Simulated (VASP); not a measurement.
Wanted: the native input for a VASP 6.6.1 run.

```yaml
Task: relaxation of the atoms
Functional: PBE
Potentials_or_basis: VASP PAW PBE potentials, release 64 (Au)
Cutoff: 520 eV
k_mesh: 13 × 13 × 1
Occupations: fermi-dirac, width 0.05 eV
Spin: no spin polarisation
Dipole_correction: yes
Further_INCAR_settings: ALGO = Normal; EDIFF = 1e-06; IBRION = 2; EDIFFG = -0.01; NSW = 32
```

The structure of Au lies in POSCAR:

```
Au
1.0
    2.9400990585      0.0000000000      0.0000000000
   -1.4700495293      2.5462004743      0.0000000000
    0.0000000000      0.0000000000     20.8012000000
Au
3
Direct
    0.1666666667      0.3333333333      0.3839520320
    0.5000000000      1.0000000000      0.4999999220
    0.8333333333      0.6666666667      0.6160480458
```

These files were run (other wordings do the same):

INCAR

```
PREC = Accurate ; ENCUT = 520
EDIFF = 1E-6 ; ISMEAR = -1
SIGMA = 0.05 ; LREAL = F
LASPH = T ; NELM = 60
ALGO = Normal ; ISIF = 2
LWAVE = F ; LCHARG = F
LDIPOL = T ; IDIPOL = 3
DIPOL = 0.5 0.5 0.500 ; GGA = PE
IBRION = 2 ; NSW = 32
EDIFFG = -0.01
```

KPOINTS

```
regular mesh
0
Gamma
  13 13 1
```

Potentials or basis: VASP PAW PBE potentials, release 64 (Au).

Launch:

```bash
$ cat potpaw_PBE.64/Au/POTCAR > POTCAR
$ mpirun -np 1 vasp_std > vasp.out
```

Results of the run:

```
Largest force after relaxing : 0.006 eV/Å
Band gap on the k mesh       : zero (an odd number of electrons rules out a gap without spin polarisation)
```

Caveat: the relaxation stopped at its first step, so nothing moved; spin-orbit coupling is left out, which moves the levels of the heavy elements.

Wall time 120 s on 1 thread of AMD EPYC 7R43 64-Core Processor (Zen 3) (shared host), peak memory 0.25 GiB.
